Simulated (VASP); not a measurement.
Write the native input for VASP 6.6.1 that does the following.

- Task: single point
- Functional: PBE
- Potentials or basis: VASP PAW PBE potentials, release 64 (W_sv, C)
- Cutoff: 520 eV
- k mesh: 10 × 10 × 9
- Occupations: fermi-dirac, width 0.05 eV
- Spin: non-collinear spin, zero start, spin-orbit coupling
- Starting moments: [[0.0, 0.0, 0.0], [0.0, 0.0, 0.0]] μB
- Dipole correction: no
- Further INCAR settings: ALGO = Normal; EDIFF = 1e-06; NBANDS = 30

The structure of WC lies in POSCAR:

```
WC
1.0
    2.9065000000      0.0000000000      0.0000000000
   -1.4532500000      2.5171028361      0.0000000000
    0.0000000000      0.0000000000      2.8366000000
W C
1 1
Direct
    0.0000000000      0.0000000000      0.0000000000
    0.6666666667      0.3333333333      0.5000000000
```

These files were run (other wordings do the same):

INCAR

```
SYSTEM = WC
ALGO = Normal
EDIFF = 1E-6
ENCUT = 520
GGA = PE
GGA_COMPAT = .False.
ISIF = 2
ISMEAR = -1
LASPH = .True.
LCHARG = .False.
LMAXMIX = 4
LORBIT = 11
LORBMOM = .True.
LREAL = .False.
LSORBIT = .True.
LWAVE = .False.
MAGMOM = 0 0 0 0 0 0
NBANDS = 30
NELM = 150
PREC = Accurate
SIGMA = 0.05
```

KPOINTS

```
k-points
0
Gamma
  10 10 9
  0 0 0
```

Potentials or basis: VASP PAW PBE potentials, release 64 (W_sv, C).

Command:

```sh
$ cat potpaw_PBE.64/W_sv/POTCAR potpaw_PBE.64/C/POTCAR > POTCAR
$ mpirun -np 1 vasp_ncl > vasp.out
```

It gave:

```json
{
 "Pressure": "7.4 GPa",
 "Net moment": "0.00 μB per cell",
 "Valence electrons inside the program's atomic spheres": "W 12.19; C 2.43"
}
```

Caveat: the cell stands under pressure.

Wall time 65 s on 1 thread of Intel(R) Xeon(R) 6975P-C (Granite Rapids) (shared host), peak memory 0.26 GiB.
